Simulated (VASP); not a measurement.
Runs of VASP 6.6.1 on Te. The structure is trigonal, space group P3_121 (No. 152). The conventional cell has a = 4.530 Å, b = 4.530 Å, c = 5.937 Å, α = 90.00°, β = 90.00°, γ = 120.00°. Te (site symmetry 2) has 6 Te at 2.89 to 3.51 Å within 3.8 Å. 

```tsv
level	k mesh	smearing	grid for exact exchange (PRECFOCK)	screening parameter	gap on the mesh (eV)	pressure (GPa)	largest force (eV/Å)
PBE	8 × 8 × 6	methfessel-paxton 0.01 eV	-	-	0.46	0.0	-
HSE06	4 × 4 × 3	fermi-dirac 0.1 eV	Normal	0.2079 1/Å	1.23	-2.0	0.50
PBE	5 × 5 × 4	fermi-dirac 0.05 eV	-	-	(b)	0.0	(c)
PBE	2 × 2 × 2	fermi-dirac 0.05 eV	-	-	0.59	1.3	(a)
PBE	8 × 8 × 6	methfessel-paxton 0.3 eV	-	-	0.46	0.0	-
PBE	4 × 4 × 3	fermi-dirac 0.05 eV	-	-	0.76	0.1	0.01
PBE	8 × 8 × 6	fermi-dirac 0.05 eV	-	-	0.46	0.0	-
PBE	8 × 8 × 5	fermi-dirac 0.05 eV	-	-	0.62	0.0	-
PBE	3 × 3 × 2	fermi-dirac 0.05 eV	-	-	0.24	0.4	0.25
PBE	8 × 8 × 6	fermi-dirac 0.01 eV	-	-	0.46	0.0	-
PBE	2 × 2 × 1	fermi-dirac 0.05 eV	-	-	1.64	-0.1	1.55
PBE	4 × 4 × 3	fermi-dirac 0.1 eV	-	-	0.76	0.1	0.01
```

Alike in all rows: task single point; potentials or basis VASP PAW PBE potentials, release 64 (Te); no spin polarisation; cell as given; cutoff (eV) 520.

Problem. Fill in the values left out.

Solution. (a) 0.78; (b) 0.50; (c) 0.02.

Caveats: some runs use coarse meshes; spin-orbit coupling is left out, which moves the levels of the heavy elements; the PAW data sets were made with another functional, which shifts forces and pressure a little (some runs); forces of over 1 eV/Å act on the atoms, so gaps and moduli don't describe the material at rest (some runs).

A k mesh can miss the band edges, and the runs leave out spin-orbit coupling on Te.
